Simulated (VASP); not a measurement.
The system is PbSe (Clausthalite).

```
Pb Se
1.0
     0.00000    3.10804    3.10804
     3.10804    0.00000    3.10804
     3.10804    3.10804    0.00000
Pb Se
1 1
Direct
  0.00000 0.00000 0.00000
  0.50000 0.50000 0.50000
```

* Program: VASP 6.6.1
* Task: relaxation of cell and atoms
* Functional: PBEsol
* Potentials or basis: VASP PAW PBE potentials, release 64 (Pb_d, Se)
* Cutoff: 600 eV
* k mesh: 6 × 6 × 6
* Occupations: fermi-dirac, width 0.02 eV
* Spin: no spin polarisation

At the start: pressure -2.6 GPa; volume 30.02 Å³/atom.

**Question.** Where does the relaxation end?

**Answer.** Over 3 steps the energy falls by 14.0 meV/atom and the volume is 28.40 Å³/atom (-5.4 %); space group Fm-3m (No. 225, to 0.05 Å).

The path:
```csv
step,energy change (eV),largest force (eV/Å),pressure (GPa),volume (Å³)
1,0.0000,0.0000,-2.64,60.05
2,-0.0253,0.0000,0.94,55.84
3,-0.0281,0.0000,-0.01,56.80
```

Final structure:
```xyz
2
Lattice="0.0000 3.0510 3.0510 3.0510 0.0000 3.0510 3.0510 3.0510 0.0000" Properties=species:S:1:pos:R:3 pbc="T T T"
Pb    0.0000    0.0000    0.0000
Se    3.0510    3.0510    3.0510
```

Caveat: the PAW data sets were made with another functional, which shifts forces and pressure a little.
